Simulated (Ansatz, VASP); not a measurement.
**Two plane-wave programs on VB4Os**

File INCAR:

```
PREC = Accurate ; ENCUT = 500
EDIFF = 1E-6 ; ISMEAR = -1
SIGMA = 0.15 ; LREAL = False
LASPH = True ; NELM = 200
ALGO = Normal ; ISIF = 2
LWAVE = False ; LCHARG = False
ISPIN = 2 ; MAGMOM = 2 0 0 0 0 0
LORBIT = 11 ; LMAXMIX = 4
GGA = PE ; NBANDS = 34
GGA_COMPAT = False
```

The input KPOINTS:

```
regular mesh
0
Gamma
  9 9 3
```

Contents of POSCAR:

```
VB4Os
1.0
    2.9246673036      0.0000000000      0.0000000000
   -1.4623341600      2.5328363441      0.0000000000
    0.0000000000      0.0000000000      7.5759186068
V B Os
1 4 1
Direct
    0.0000000000      0.0000000000      0.0000000000
    0.0000000000      0.0000000000      0.7094840000
    0.3333333333      0.6666666667      0.7969230000
    0.3333333333      0.6666666667      0.2030770000
    0.0000000000      0.0000000000      0.2905160000
    0.3333333333      0.6666666667      0.5000000000
```

Input for Ansatz:

```yaml
crystal:
  lattice:
    - [2.9246673035821025, 0.0, 0.0]
    - [-1.4623341599892297, 2.532836344066408, 0.0]
    - [0.0, 0.0, 7.575918606772658]
  atoms:
    - { symbol: V, position: [0.0, 0.0, 0.0], spin: 2.0 }
    - { symbol: B, position: [0.0, 0.0, 0.709484] }
    - { symbol: B, position: [0.3333333333333333, 0.6666666666666666, 0.796923] }
    - { symbol: B, position: [0.3333333333333333, 0.6666666666666666, 0.203077] }
    - { symbol: B, position: [0.0, 0.0, 0.290516] }
    - { symbol: Os, position: [0.3333333333333333, 0.6666666666666666, 0.5] }
basis:
  ecutwfc: 500.0
kpoints:
  mp_grid:
    grid: [9, 9, 3]
hamiltonian:
  xc: pbe
magnetization:
  spin_polarized: true
scf:
  occupations:
    method: fermi_dirac
    width: 0.15
output:
  stress: true
```

Alike in both runs: task single point; functional PBE; k mesh 9 × 9 × 3; occupations fermi-dirac, width 0.15 eV; collinear spin.

|  | VASP | Ansatz |
| --- | --- | --- |
| version | VASP 6.6.1 | Ansatz 0.2.0 |
| potentials or method | VASP PAW PBE potentials, release 64 (V_sv, B, Os_sv_GW), cutoff 500 eV | plane waves, PAW |
| valence electrons in the cell | 41 | 41 |

VASP gave:

```
pressure (GPa)                                                : -14.2
traceless stress, the component that is largest in VASP (GPa) : -2.16
net moment per atom (μB)                                      : 0.00
```

Question: Which values does Ansatz return?

Answer: Pressure (GPa): -13.4; traceless stress, the component that is largest in VASP (GPa): -2.30; net moment per atom (μB): 0.00.

Ansatz's warnings: seeded moment not kept.

Spin-orbit coupling is off throughout.
